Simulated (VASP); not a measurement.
# Ni (P6/mmm) in VASP: a series of runs

Ni is run at these levels: PBE; tasks: single point.

Program: VASP 6.6.1. These are calculated values, not measurements. Logs are shortened: lines on timing, memory, paths and dates and some standing lists are left out, and cuts for length are marked.

### 1 The cell of the first run

It takes space group P6/mmm (No. 191, hexagonal). Conventional cell: a = 4.095 Å, b = 4.095 Å, c = 2.481 Å, α = 90.00°, β = 90.00°, γ = 120.00°. Within 3.3 Å of Ni (site symmetry 6/mmm) lie 14 Ni at 2.48 to 2.67 Å. Within 3.1 Å of Ni (site symmetry -6m2) lie 11 Ni at 2.36 to 2.67 Å.

This isn't the form of Ni at room conditions, which is fcc.

### 2 Single point, PBE, collinear spin, ferromagnetic start (12.01 Å³/atom)

Input file INCAR:

```
  ALGO = Normal
  EDIFF = 1E-6
  ENCUT = 600
  GGA = PE
  GGA_COMPAT = False
  ISIF = 2
  ISMEAR = -1
  ISPIN = 2
  LASPH = True
  LCHARG = True
  LELF = True
  LMAXMIX = 4
  LORBIT = 11
  LREAL = False
  LVHAR = True
  LWAVE = False
  MAGMOM = 0.65 0.694 0.694
  NBANDS = 26
  NELM = 200
  PREC = Accurate
  SIGMA = 0.05
```

Input file KPOINTS:

```
k-points
0
Gamma
  10 10 15
```

Input file POSCAR:

```
Ni
1.0
    4.0946600464      0.0000000000      0.0000000000
   -2.0473300232      3.5460796200      0.0000000000
    0.0000000000      0.0000000000      2.4813684076
Ni
3
Direct
    0.0000000000      0.0000000000      0.0000000000
    0.3333333333      0.6666666667      0.5000000000
    0.6666666667      0.3333333333      0.5000000000
```

Potentials or basis: VASP PAW PBE potentials, release 64 (Ni).

Launch:

```
$ cat potpaw_PBE.64/Ni/POTCAR > POTCAR
$ mpirun -np 1 vasp_std > vasp.out
```

OUTCAR:

```text
EDIFF = 1E-6
   ENCUT = 600
   GGA = PE
   ISIF = 2
   ISMEAR = -1
   ISPIN = 2
   LASPH = True
   LORBIT = 11
   LREAL = False
   NELM = 200
   PREC = Accurate

 ion  position               nearest neighbor table
   1  0.000  0.000  0.000-   2 2.67   3 2.67   2 2.67   3 2.67   2 2.67   2 2.67   3 2.67   3 2.67
                             3 2.67   3 2.67   2 2.67   2 2.67
   2  0.333  0.667  0.500-   3 2.36   3 2.36   3 2.36   1 2.67   1 2.67   1 2.67   1 2.67   1 2.67
                             1 2.67
   3  0.667  0.333  0.500-   2 2.36   2 2.36   2 2.36   1 2.67   1 2.67   1 2.67   1 2.67   1 2.67
                             1 2.67

  LATTYP: Found a hexagonal cell.
 ALAT       =     4.0946600464
 C/A-ratio  =     0.6060010793

  Lattice vectors:

 A1 = (   4.0946600464,   0.0000000000,   0.0000000000)
 A2 = (  -2.0473300232,   3.5460796200,   0.0000000000)
 A3 = (   0.0000000000,   0.0000000000,   2.4813684076)

Analysis of symmetry for initial positions (statically):
=====================================================================
 Subroutine PRICEL returns:
 Original cell was already a primitive cell.

 Routine SETGRP: Setting up the symmetry group for a
 hexagonal supercell.

 Subroutine GETGRP returns: Found 24 space group operations
 (whereof 24 operations were pure point group operations)
 out of a pool of 24 trial point group operations.

The static configuration has the point symmetry D_6h.

Analysis of symmetry for dynamics (positions and initial velocities):
=====================================================================
 Subroutine PRICEL returns:
 Original cell was already a primitive cell.

 Routine SETGRP: Setting up the symmetry group for a
 hexagonal supercell.

 Subroutine GETGRP returns: Found 24 space group operations
 (whereof 24 operations were pure point group operations)
 out of a pool of 24 trial point group operations.

The dynamic configuration has the point symmetry D_6h.

Analysis of structural, dynamic, and magnetic symmetry:
=====================================================================
 Subroutine PRICEL returns:
 Original cell was already a primitive cell.

 Routine SETGRP: Setting up the symmetry group for a
 hexagonal supercell.

 Subroutine GETGRP returns: Found 24 space group operations
 (whereof 24 operations were pure point group operations)
 out of a pool of 24 trial point group operations.

The overall configuration has the point symmetry D_6h.

 Subroutine INISYM returns: Found 24 space group operations
 (whereof 24 operations are pure point group operations),
 and found     1 'primitive' translations

----------------------------------------------------------------------------------------

                                     Primitive cell

  volume of cell :      36.0294

  direct lattice vectors                    reciprocal lattice vectors
     4.094660046  0.000000000  0.000000000     0.244220519  0.141000782  0.000000000
    -2.047330023  3.546079620  0.000000000     0.000000000  0.282001564  0.000000000
     0.000000000  0.000000000  2.481368408     0.000000000  0.000000000  0.403003438

  length of vectors
     4.094660046  4.094660046  2.481368408     0.282001564  0.282001564  0.403003438

  position of ions in fractional coordinates (direct lattice)
     0.000000000  0.000000000  0.000000000
     0.333333333  0.666666667  0.500000000
     0.666666667  0.333333333  0.500000000

  ion indices of the primitive-cell ions
   primitive index   ion index
                 1           1
                 2           2
                 3           3

----------------------------------------------------------------------------------------

 KPOINTS: k-points

Automatic generation of k-mesh.
 Grid dimensions read from file:
 generate k-points for:   10   10   15

 Generating k-lattice:

  Cartesian coordinates                     Fractional coordinates (reciprocal lattice)
     0.024422052  0.014100078  0.000000000     0.100000000 -0.000000000  0.000000000
     0.000000000  0.028200156  0.000000000     0.000000000  0.100000000  0.000000000
     0.000000000  0.000000000  0.026866896     0.000000000  0.000000000  0.066666667

  Length of vectors
     0.028200156  0.028200156  0.026866896

  Shift w.r.t. Gamma in fractional coordinates (k-lattice)
     0.000000000  0.000000000  0.000000000

 Subroutine IBZKPT returns following result:
 ===========================================

 Found    112 irreducible k-points:

 Following reciprocal coordinates:
            Coordinates               Weight
  0.000000  0.000000  0.000000      1.000000
  0.100000  0.000000  0.000000      6.000000
  0.200000  0.000000  0.000000      6.000000
  0.300000 -0.000000  0.000000      6.000000
  0.400000 -0.000000  0.000000      6.000000
  0.500000 -0.000000  0.000000      3.000000
[... 16 lines left out ...]
  0.300000  0.100000  0.066667     24.000000
  0.400000  0.100000  0.066667     24.000000
 [... further k-points ...]
   k-points           NKPTS =    112   k-points in BZ     NKDIM =    112   number of bands    NBANDS=     26
   number of dos      NEDOS =    301   number of ions     NIONS =      3
   total plane-waves  NPLWV =  25920
   dimension x,y,z NGX =    36 NGY =   36 NGZ =   20
   dimension x,y,z NGXF=    72 NGYF=   72 NGZF=   40
   ions per type =               3
   NGX,Y,Z   is equivalent  to a cutoff of  14.62, 14.62, 13.40 a.u.
   NGXF,Y,Z  is equivalent  to a cutoff of  29.23, 29.23, 26.80 a.u.
 SYSTEM =  unknown system
   PREC   = accura    normal or accurate (medium, high low for compatibility)
   ISTART =      0    job   : 0-new  1-cont  2-samecut
   ICHARG =      2    charge: 1-file 2-atom 10-const
   ISPIN  =      2    spin polarized calculation?
   LNONCOLLINEAR =      F non collinear calculations
   LSORBIT =      F    spin-orbit coupling
   LASPH  =      T    aspherical Exc in radial PAW
   ENCUT  =  600.0 eV  44.10 Ry    6.64 a.u.   8.18  8.18  4.96*2*pi/ulx,y,z
   NELM   =    200;   NELMIN=  2; NELMDL= -5     # of ELM steps
   EDIFF  = 0.1E-05   stopping-criterion for ELM
   LREAL  =      F    real-space projection
   EDIFFG = 0.1E-04   stopping-criterion for IOM
   NSW    =      0    number of steps for IOM
   IBRION =     -1    ionic relax: 0-MD 1-quasi-New 2-CG
[... 21 lines left out ...]
   LHFCALC =     F    Hartree Fock is set to
   AEXX    =    0.0000 exact exchange contribution
   IVDW    =     0    specifies the selected vdW correction
   LEPSILON=     F    determine dielectric tensor
   LRPA    =     F    only Hartree local field effects (RPA)
 spin polarized calculation
  energy-cutoff  :      600.00
  volume of cell :       36.03
 maximum number of plane-waves:      1228
 NGX is ok and might be reduce to    36
   NGX = 17   NGY = 17   NGZ =  9

 number of electron      29.9999981 magnetization       1.9422351

 Free energy of the ion-electron system (eV)
  ---------------------------------------------------
  ext. energy  EPLUGINS =         0.00000000
  ---------------------------------------------------
  free energy    TOTEN  =       -15.95781779 eV

  energy without entropy =      -15.90041412  energy(sigma->0) =      -15.92911596

 E-fermi :   8.0502     XC(G=0): -12.6722

 val. band max:        8.0493179707   @ k =   0.4000   0.2000   0.2000
 cond. band min:       8.0501875129   @ k =   0.4000   0.2000   0.0667
 fundamental gap:      0.0008695422
 Fermi energy:         8.0501703745

 spin component 1

 k-point     1 :       0.0000    0.0000    0.0000
  band No.  band energies     occupation
      1      -0.2866      1.00000
      2       4.2644      1.00000
      3       5.2303      1.00000
      4       5.2303      1.00000
      5       5.2319      1.00000
      6       5.2319      1.00000
[... 18 lines left out ...]
     25      33.1359      0.00000
     26      33.9998      0.00000

 k-point     2 :       0.1000    0.0000    0.0000
  band No.  band energies     occupation
      1      -0.1588      1.00000
      2       4.2707      1.00000
      3       4.9208      1.00000
      4       5.0635      1.00000
      5       5.2133      1.00000
      6       5.4775      1.00000
[... 18 lines left out ...]
     25      32.0292      0.00000
     26      32.8052      0.00000

 k-point     3 :       0.2000    0.0000    0.0000
  band No.  band energies     occupation
      1       0.2191      1.00000
      2       4.2163      1.00000
      3       4.6212      1.00000
      4       4.9822      1.00000
      5       4.9938      1.00000
      6       5.4988      1.00000
[... 572 lines left out ...]
 k-point    23 :       0.3000    0.1000    0.0667
  band No.  band energies     occupation
      1       1.3991      1.00000
      2       3.8182      1.00000
      3       4.0715      1.00000
      4       4.9060      1.00000
      5       5.1282      1.00000
      6       5.4208      1.00000
[... 18 lines left out ...]
     25      27.8340      0.00000
     26      28.7291      0.00000

 k-point    24 :       0.4000    0.1000    0.0667
  band No.  band energies     occupation
      1       2.2517      1.00000
      2       3.1453      1.00000
      3       3.8357      1.00000
      4       5.0788      1.00000
      5       5.1235      1.00000
      6       5.2648      1.00000
[... 18 lines left out ...]
     25      26.0209      0.00000
     26      26.8636      0.00000

 [... further k-points ...]

 spin component 2

 k-point     1 :       0.0000    0.0000    0.0000
  band No.  band energies     occupation
      1      -0.3210      1.00000
      2       4.8334      1.00000
      3       5.7324      1.00000
      4       5.7324      1.00000
      5       5.7782      1.00000
      6       5.7782      1.00000
[... 18 lines left out ...]
     25      32.9790      0.00000
     26      33.8639      0.00000

 k-point     2 :       0.1000    0.0000    0.0000
  band No.  band energies     occupation
      1      -0.1931      1.00000
      2       4.8221      1.00000
      3       5.4464      1.00000
      4       5.6126      1.00000
      5       5.7443      1.00000
      6       6.0122      1.00000
[... 18 lines left out ...]
     25      31.9200      0.00000
     26      32.7049      0.00000

 k-point     3 :       0.2000    0.0000    0.0000
  band No.  band energies     occupation
      1       0.1855      1.00000
      2       4.6977      1.00000
      3       5.0977      1.00000
      4       5.5188      1.00000
      5       5.5735      1.00000
      6       6.1794      1.00000
[... 572 lines left out ...]
 k-point    23 :       0.3000    0.1000    0.0667
  band No.  band energies     occupation
      1       1.3753      1.00000
      2       4.0685      1.00000
      3       4.4301      1.00000
      4       5.5695      1.00000
      5       5.7493      1.00000
      6       6.1025      1.00000
[... 18 lines left out ...]
     25      27.8521      0.00000
     26      28.8207      0.00000

 k-point    24 :       0.4000    0.1000    0.0667
  band No.  band energies     occupation
      1       2.2516      1.00000
      2       3.2103      1.00000
      3       4.2380      1.00000
      4       5.7591      1.00000
      5       5.7823      1.00000
      6       5.9513      1.00000
[... 18 lines left out ...]
     25      26.0521      0.00000
     26      26.9357      0.00000

 [... further k-points ...]

------------------------ aborting loop because EDIFF is reached ----------------------------------------

  FORCE on cell =-STRESS in cart. coord.  units (eV):
  Direction    XX          YY          ZZ          XY          YZ          ZX
  --------------------------------------------------------------------------------------
  -------------------------------------------------------------------------------------
  Total       -2.7437483     -2.7437483     -2.6113859      0.0000000     -0.0000000      0.0000000
  in kB     -122.0105194   -122.0105194   -116.1245526      0.0000000     -0.0000000      0.0000000
  external PRESSURE =    -120.0485304 kB  Pullay stress =       0.0000000 kB

 VOLUME and BASIS-vectors are now :
 -----------------------------------------------------------------------------
  energy-cutoff  :      600.00
  volume of cell :       36.03
      direct lattice vectors                 reciprocal lattice vectors
     4.094660046  0.000000000  0.000000000     0.244220519  0.141000782  0.000000000
    -2.047330023  3.546079620  0.000000000     0.000000000  0.282001564  0.000000000
     0.000000000  0.000000000  2.481368408     0.000000000  0.000000000  0.403003438

 POSITION                                       TOTAL-FORCE (eV/Angst)
 -----------------------------------------------------------------------------------
      0.00000      0.00000      0.00000        -0.000000      0.000000     -0.000000
     -0.00000      2.36405      1.24068        -0.000000     -0.000000      0.000000
      2.04733      1.18203      1.24068         0.000000      0.000000     -0.000000
 -----------------------------------------------------------------------------------
    total drift:                                0.000000      0.000000     -0.000000

  FREE ENERGIE OF THE ION-ELECTRON SYSTEM (eV)
  ---------------------------------------------------
  free  energy   TOTEN  =       -15.9578177937 eV

  energy  without entropy=      -15.9004141223  energy(sigma->0) =      -15.92911596

 total charge

# of ion       s       p       d       tot
------------------------------------------
    1        0.441   0.401   8.276   9.117
    2        0.473   0.424   8.299   9.197
    3        0.473   0.424   8.299   9.197
--------------------------------------------------
tot          1.388   1.249  24.874  27.511

 magnetization (x)

# of ion       s       p       d       tot
------------------------------------------
    1       -0.003  -0.023   0.666   0.640
    2       -0.006  -0.022   0.706   0.679
    3       -0.006  -0.022   0.706   0.679
--------------------------------------------------
tot         -0.015  -0.066   2.079   1.997
```

Wall time 3.2 min (1 thread of Intel Xeon Platinum 8488C (Sapphire Rapids), shared host); peak memory 0.3 GiB.

What came out:

- Free energy: -15.9578 eV
- Pressure: -12.0 GPa
- Net moment: 1.94 μB per cell
- Site moments: Ni +0.64, +0.68 (each value once) μB
- Valence electrons inside the program's atomic spheres: Ni 9.12, 9.20 (each value once)

Levels at points of the mesh, in eV from the Fermi level:
Spin up:
| k point | band 13 | band 14 | band 15 | band 16 | band 17 | band 18 | band 19 | band 20 |
| --- | --- | --- | --- | --- | --- | --- | --- | --- |
| (0.00, 0.00, 0.00) | -1.41 | -1.41 | -0.49 | -0.49 | 5.66 | 5.66 | 5.68 | 5.68 |
| (0.50, 0.00, 0.00) | -0.75 | -0.75 | -0.70 | -0.69 | -0.53 | 0.25 | 5.55 | 14.71 |
Spin down:
```tsv
k point	band 11	band 12	band 13	band 14	band 15	band 16	band 17	band 18
(0.00, 0.00, 0.00)	-0.77	-0.77	-0.72	-0.72	0.23	0.23	5.90	5.90
(0.50, 0.00, 0.00)	-0.64	-0.22	-0.04	-0.02	-0.01	0.09	0.19	0.28
```

Caveat: the cell stands under tension.

### 3 Single point, PBE, collinear spin, ferromagnetic start (12.45 Å³/atom)

This run uses another cell than the first one, of 12.45 Å³/atom.

Input file INCAR:

```
SYSTEM = Ni
PREC = Accurate ; ENCUT = 600
EDIFF = 1E-6 ; ISMEAR = -1
SIGMA = 0.05 ; LREAL = .False.
LASPH = .True. ; NELM = 200
ALGO = Normal ; ISIF = 2
LWAVE = .False. ; LCHARG = .False.
ISPIN = 2 ; MAGMOM = 0.65 0.694 0.694
LORBIT = 11 ; LMAXMIX = 4
GGA = PE ; NBANDS = 26
GGA_COMPAT = .False.
```

Input file KPOINTS:

```
regular mesh
0
Gamma
  10 10 15
  0 0 0
```

Input file POSCAR:

```
Ni
1.0
    4.1445998468      0.0000000000      0.0000000000
   -2.0722999234      3.5893287559      0.0000000000
    0.0000000000      0.0000000000      2.5116319806
Ni
3
Direct
    0.0000000000      0.0000000000      0.0000000000
    0.3333333333      0.6666666667      0.5000000000
    0.6666666667      0.3333333333      0.5000000000
```

Potentials or basis: VASP PAW PBE potentials, release 64 (Ni).

Launch:

```
$ cat potpaw_PBE.64/Ni/POTCAR > POTCAR
$ mpirun -np 1 vasp_std > vasp.out
```

Wall time 3.7 min (1 thread of Intel Xeon Platinum 8488C (Sapphire Rapids), shared host); peak memory 0.31 GiB.

The run converged. Its results:

```yaml
Free_energy: -15.8408 eV
Pressure: -16.1 GPa
Band_gap_on_the_k_mesh: zero (filled and empty bands overlap)
Net_moment: 1.98 μB per cell
Site_moments: Ni +0.66, +0.69 (each value once) μB
Valence_electrons_inside_the_program's_atomic_spheres: Ni 9.07, 9.14 (each value once)
```

Stress tensor (GPa, compression positive):
```
-16.34   0.00   0.00
  0.00 -16.34   0.00
  0.00   0.00 -15.58
```

Levels at points of the mesh, in eV from the Fermi level:
Spin up:
```
           k point  band 13  band 14  band 15  band 16  band 17  band 18  band 19  band 20
(0.00, 0.00, 0.00)    -1.38    -1.38    -0.51    -0.51     5.51     5.51     5.53     5.53
(0.50, 0.00, 0.00)    -0.76    -0.76    -0.71    -0.71    -0.55     0.30     5.30    14.39
```
Spin down:
```csv
k point,band 11,band 12,band 13,band 14,band 15,band 16,band 17,band 18
"(0.00, 0.00, 0.00)",-0.73,-0.73,-0.68,-0.68,0.22,0.22,5.74,5.74
"(0.50, 0.00, 0.00)",-0.61,-0.21,-0.04,-0.02,-0.01,0.09,0.23,0.26
```

Caveat: the cell stands under tension.

### 4 Single point, PBE, collinear spin, ferromagnetic start (10.68 Å³/atom)

This run uses another cell than the first one, of 10.68 Å³/atom.

Input file INCAR:

```
  PREC = Accurate
  ENCUT = 600
  EDIFF = 1E-6
  ISMEAR = -1
  SIGMA = 0.05
  LREAL = F
  LASPH = T
  NELM = 200
  ALGO = Normal
  ISIF = 2
  LWAVE = F
  LCHARG = F
  ISPIN = 2
  MAGMOM = 0.65 0.694 0.694
  LORBIT = 11
  LMAXMIX = 4
  GGA = PE
  NBANDS = 26
  GGA_COMPAT = F
```

Input file KPOINTS:

```
regular mesh
0
Gamma
  10 10 15
```

Input file POSCAR:

```
Ni
1.0
    3.9370144617      0.0000000000      0.0000000000
   -1.9685072308      3.4095545389      0.0000000000
    0.0000000000      0.0000000000      2.3858350131
Ni
3
Direct
    0.0000000000      0.0000000000      0.0000000000
    0.3333333333      0.6666666667      0.5000000000
    0.6666666667      0.3333333333      0.5000000000
```

Launch:

```
$ cat potpaw_PBE.64/Ni/POTCAR > POTCAR
$ mpirun -np 1 vasp_std > vasp.out
```

It took 2.8 min on 1 thread of Intel Xeon Platinum 8124M at 3.00GHz (Skylake/Cascade Lake), shared host; peak memory 0.28 GiB.

It converged, with:

```
Free energy                                           : -16.0335 eV
Pressure                                              : 8.1 GPa
Net moment                                            : 1.83 μB per cell
Site moments                                          : Ni +0.59, +0.63 (each value once) μB
Valence electrons inside the program's atomic spheres : Ni 9.30, 9.39 (each value once)
```

Stress tensor (GPa, compression positive):
```
8.21 0.00 0.00
0.00 8.21 0.00
0.00 0.00 7.88
```

Levels at points of the mesh, in eV from the Fermi level:
Spin up:
| k point | band 14 | band 15 | band 16 | band 17 | band 18 | band 19 |
| --- | --- | --- | --- | --- | --- | --- |
| (0.00, 0.00, 0.00) | -1.53 | -0.41 | -0.41 | 6.18 | 6.18 | 6.22 |
| (0.50, 0.00, 0.00) | -0.72 | -0.67 | -0.66 | -0.45 | 0.08 | 6.41 |
Spin down:
```
           k point  band 11  band 12  band 13  band 14  band 15  band 16  band 17  band 18
(0.00, 0.00, 0.00)    -0.92    -0.92    -0.88    -0.88     0.27     0.27     6.44     6.44
(0.50, 0.00, 0.00)    -0.78    -0.27    -0.06    -0.03    -0.02     0.04     0.09     0.32
```

Caveat: the cell stands under pressure.

### 5 The runs side by side

| cell | gap on the mesh (eV) | pressure (GPa) | moment (μB) |
| --- | --- | --- | --- |
| a = 4.095, b = 4.095, c = 2.481 Å, angles 90.0, 90.0, 120.0°, 3 atoms | none | -12.0 | 1.94 |
| a = 4.145, b = 4.145, c = 2.512 Å, angles 90.0, 90.0, 120.0°, 3 atoms | none | -16.1 | 1.98 |
| a = 3.937, b = 3.937, c = 2.386 Å, angles 90.0, 90.0, 120.0°, 3 atoms | none | 8.1 | 1.83 |

Alike in all rows: task single point; level PBE; potentials or basis VASP PAW PBE potentials, release 64 (Ni); spin collinear, ferromagnetic start; k mesh 10 × 10 × 15; cutoff (eV) 600; smearing fermi-dirac 0.05 eV.

Caveats: the cell stands under tension (at least some runs); the cell stands under pressure (at least some runs).

Absolute energies hang on the potentials; compare differences alone.
